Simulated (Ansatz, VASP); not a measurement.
## One calculation of Cd3SO2, two programs

File INCAR:

```
SYSTEM = Cd3SO2
PREC = Accurate ; ENCUT = 600
EDIFF = 1E-6 ; ISMEAR = 0
SIGMA = 0.15 ; LREAL = .FALSE.
LASPH = .TRUE. ; NELM = 60
ALGO = Normal ; ISIF = 3
LWAVE = .FALSE. ; LCHARG = .FALSE.
GGA = PE ; IBRION = 2
NSW = 36 ; EDIFFG = -0.08
```

KPOINTS

```
regular mesh
0
G
  4 4 2
  0 0 0
```

Contents of POSCAR:

```
Cd3SO2
1.0
    3.7900000000      0.0000000000      0.0000000000
   -1.8950000000      3.2822362800      0.0000000000
    0.0000000000      0.0000000000      9.2700000000
Cd S O
3 1 2
Direct
    0.6666666700      0.3333333300      0.9167000000
    0.0000000000      0.0000000000      0.2500000000
    0.3333333300      0.6666666700      0.5833000000
    0.0000000000      0.0000000000      0.0000000000
    0.6666666700      0.3333333300      0.6667000000
    0.3333333300      0.6666666700      0.3333000000
```

Input for Ansatz:

```yaml
crystal:
  lattice:
    - [3.79, 0.0, 0.0]
    - [-1.895, 3.28223628, 0.0]
    - [0.0, 0.0, 9.27]
  atoms:
    - { symbol: Cd, position: [0.66666667, 0.33333333, 0.9167] }
    - { symbol: Cd, position: [0.0, 0.0, 0.25] }
    - { symbol: Cd, position: [0.33333333, 0.66666667, 0.5833] }
    - { symbol: S, position: [0.0, 0.0, 0.0] }
    - { symbol: O, position: [0.66666667, 0.33333333, 0.6667] }
    - { symbol: O, position: [0.33333333, 0.66666667, 0.3333] }
basis:
  ecutwfc: 420
kpoints:
  mp_grid: { grid: [4, 4, 2] }
hamiltonian:
  xc: pbe
scf:
  occupations: { method: gaussian, width: 0.15 }
  lower_state_search: "off"
output:
  forces: true
  stress: true
  eigenvalues: true
relax:
  adjacent_minimum: "off"
  f_tol: 0.08
  max_steps: 16
  cell: { stress_tol: 0.8 }
```

Alike in both runs: task relaxation of cell and atoms; functional PBE; k mesh 4 × 4 × 2; occupations gaussian, width 0.15 eV; no spin polarisation.

```csv
,VASP,Ansatz
version,VASP 6.6.1,Ansatz 0.2.0
potentials or method,"VASP PAW PBE potentials, release 64 (Cd, S, O), cutoff 600 eV","scalar-relativistic, plane waves, PAW"
valence electrons in the cell,54,78
```

Ansatz gave:

* gap on the k mesh at the Fermi level, each at its own relaxed structure (eV): none
* relaxed volume (Å³/atom): 19.61
* relaxed length of the cell vector where the two differ most in proportion (Å): 3.798

Question: What did VASP give for the same quantities?

Answer: gap on the k mesh at the Fermi level, each at its own relaxed structure (eV): none; relaxed volume (Å³/atom): 19.76; relaxed length of the cell vector where the two differ most in proportion (Å): 3.810.

A gap of «none» marks a metal or a gap that the smearing closes. VASP's potentials hold 54 valence electrons a cell and Ansatz's 78, so a difference there can come from the potentials and not from the codes.

The k mesh is coarse, so the values compare programs but aren't converged.
